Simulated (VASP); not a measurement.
# Ti: single point with r2SCAN

The system is Ti.

```xyz
1
Lattice="0.0000 1.9779 1.9779 1.9779 0.0000 1.9779 1.9779 1.9779 0.0000" Properties=species:S:1:pos:R:3 pbc="T T T"
Ti    0.0000    0.0000    0.0000
```

| Property | Result |
| --- | --- |
| Program | VASP 6.6.1 |
| Task | single point |
| Functional | r2SCAN |
| Potentials or basis | VASP PAW PBE potentials, release 64 (Ti_sv) |
| Cutoff | 520 eV |
| k mesh | 12 × 12 × 12 |
| Occupations | fermi-dirac, width 0.15 eV |
| Spin | no spin polarisation |

```json
{"Pressure": "16.5 GPa", "Band gap on the k mesh": "zero (band 6 reaches 10.62 eV, above the bottom of band 7 at 9.08 eV)"}
```

Levels at points of the mesh, in eV from the Fermi level:
| k point | band 4 | band 5 | band 6 | band 7 | band 8 | band 9 |
| --- | --- | --- | --- | --- | --- | --- |
| (0.00, 0.00, 0.00) | -33.48 | -6.71 | 1.07 | 1.07 | 1.07 | 3.16 |
| (0.50, 0.00, 0.00) | -33.60 | -2.99 | 0.79 | 0.96 | 0.96 | 4.38 |
| (0.50, 0.50, 0.00) | -33.83 | -3.12 | -2.14 | 3.42 | 4.43 | 4.68 |

It took 23 s on 1 thread of Intel(R) Xeon(R) 6975P-C (Granite Rapids), with other jobs on the host, peak memory 0.14 GiB.

Caveat: the PAW data sets were made with another functional, which shifts forces and pressure a little.
